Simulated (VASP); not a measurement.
Te2Mo:

```
Te Mo
1.0
     3.49415    0.00000    0.00000
    -1.74707    3.02602    0.00000
     0.00000    0.00000    7.66811
Te Mo
2 1
Direct
  0.33333 0.66667 0.76266
  0.33333 0.66667 0.23734
  0.00000 0.00000 0.00000
```

| Item | Value |
| --- | --- |
| Program | VASP 6.6.1 |
| Task | relaxation of cell and atoms |
| Functional | r2SCAN |
| Dispersion | rVV10 |
| Potentials or basis | VASP PAW PBE potentials, release 64 (Te, Mo_sv) |
| Cutoff | 600 eV |
| k mesh | 12 × 12 × 4 |
| Occupations | fermi-dirac, width 0.02 eV |
| Spin | no spin polarisation |

At the start: pressure 1.4 GPa; volume 27.03 Å³/atom.

Q: Where does the relaxation end?

A: Over 13 steps the energy falls by 7.4 meV/atom and the volume is 28.42 Å³/atom (+5.1 %); space group P-6m2 (No. 187, to 0.1 Å) before and after.

Step by step:
| step | energy change (eV) | largest force (eV/Å) | pressure (GPa) | volume (Å³) |
| --- | --- | --- | --- | --- |
| 1 | 0.0000 | 0.1210 | 1.43 | 81.08 |
| 2 | -0.0079 | 0.3897 | -1.31 | 83.94 |
| 3 | -0.0108 | 0.3004 | -0.41 | 82.95 |
| 4 | -0.0150 | 0.0036 | 0.29 | 83.22 |
| 5 | -0.0155 | 0.0780 | 0.12 | 83.16 |
| 6 | -0.0171 | 0.0675 | 0.08 | 83.42 |
| 7 | -0.0205 | 0.0373 | -0.01 | 84.21 |
| 8 | -0.0218 | 0.0177 | -0.12 | 85.80 |
| 9 | -0.0221 | 0.0052 | -0.09 | 85.38 |
| 10 | -0.0218 | 0.0395 | 0.30 | 84.96 |
| 11 | -0.0221 | 0.0168 | 0.04 | 85.24 |
| 12 | -0.0220 | 0.0343 | -0.10 | 85.28 |
| 13 | -0.0222 | 0.0038 | -0.01 | 85.25 |

Final structure:
```
CELL_PARAMETERS angstrom
3.54204 0.00000 0.00000
-1.77102 3.06750 0.00000
0.00000 0.00000 7.84602
ATOMIC_POSITIONS crystal
Te 0.33333 0.66667 0.77084
Te 0.33333 0.66667 0.22916
Mo 0.00000 0.00000 0.00000
```

Caveat: the PAW data sets were made with another functional, which shifts forces and pressure a little.
